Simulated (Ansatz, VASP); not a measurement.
Ag in VASP and in Ansatz

```xyz
1
Lattice="2.6471 0.0000 0.0000 0.0000 2.6471 0.0000 0.0000 0.0000 2.6471" Properties=species:S:1:pos:R:3 pbc="T T T"
Ag    0.0000    0.0000    0.0000
```

Alike in both runs: task single point; functional LDA; k mesh 13 × 13 × 13; occupations fermi-dirac, width 0.1 eV; no spin polarisation.

```csv
,VASP,Ansatz
version,VASP 6.6.1,Ansatz 0.2.0
potentials or method,"VASP PAW LDA potentials, release 64 (Ag), cutoff 520 eV","plane waves (420 eV) with PAW, scalar-relativistic"
valence electrons in the cell,11,19
```

```csv
,VASP,Ansatz,Ansatz less VASP
pressure (GPa),0.1,0.0,-0.07
```

Ansatz warns that its potentials were made for another functional, while VASP's fit it. LDA's correlation is that of Perdew and Zunger in VASP and of Perdew and Wang (1992) in Ansatz. VASP's potentials hold 11 valence electrons a cell and Ansatz's 19, so a difference there can come from the potentials and not from the codes.
